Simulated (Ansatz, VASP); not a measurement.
## Ag in VASP and in Ansatz

INCAR

```
ALGO = Normal ; EDIFF = 1E-6
ENCUT = 520 ; GGA = PE
ISIF = 2 ; ISMEAR = 0
LASPH = True ; LCHARG = False
LREAL = False ; LWAVE = False
NBANDS = 12 ; NELM = 80
PREC = Accurate ; SIGMA = 0.15
```

Contents of KPOINTS:

```
k-points
0
Gamma
  10 10 10
```

File POSCAR:

```
Ag
1.0
    0.0000000000      2.0431000000      2.0941775000
    2.0431000000      0.0000000000      2.0941775000
    2.0431000000      2.0431000000      0.0000000000
Ag
1
Direct
    0.0000000000      0.0000000000      0.0000000000
```

Input for Ansatz:

```yaml
crystal:
  lattice:
    - [0.0, 2.0431, 2.0941775]
    - [2.0431, 0.0, 2.0941775]
    - [2.0431, 2.0431, 0.0]
  atoms:
    - { symbol: Ag, position: [0.0, 0.0, 0.0] }
basis:
  ecutwfc: 420
kpoints:
  mp_grid: { grid: [10, 10, 10] }
hamiltonian:
  xc: pbe
scf:
  occupations: { method: gaussian, width: 0.15 }
output:
  forces: true
  stress: true
  eigenvalues: true
```

Change from the starting cell: strain +0.0250 x Voigt [0, 0, 1, 0, 0, 0], atoms carried along.

Alike in both runs: task single point; functional PBE; k mesh 10 × 10 × 10; occupations gaussian, width 0.15 eV; no spin polarisation.

|  | VASP | Ansatz |
| --- | --- | --- |
| version | VASP 6.6.1 | Ansatz 0.2.0 |
| potentials or method | VASP PAW PBE potentials, release 64 (Ag), cutoff 520 eV | scalar-relativistic, plane waves, PAW |
| valence electrons in the cell | 11 | 19 |

|  | VASP | Ansatz | Ansatz less VASP |
| --- | --- | --- | --- |
| gap on the k mesh at the Fermi level (eV) | none | none | - |
| pressure (GPa) | 2.1 | 2.3 | +0.14 |
| traceless stress, the component that is largest in VASP (GPa) | -0.39 | -0.41 | -0.012 |

A gap of «none» marks a metal or a gap that the smearing closes. VASP's potentials hold 11 valence electrons a cell and Ansatz's 19, so a difference there can come from the potentials and not from the codes.
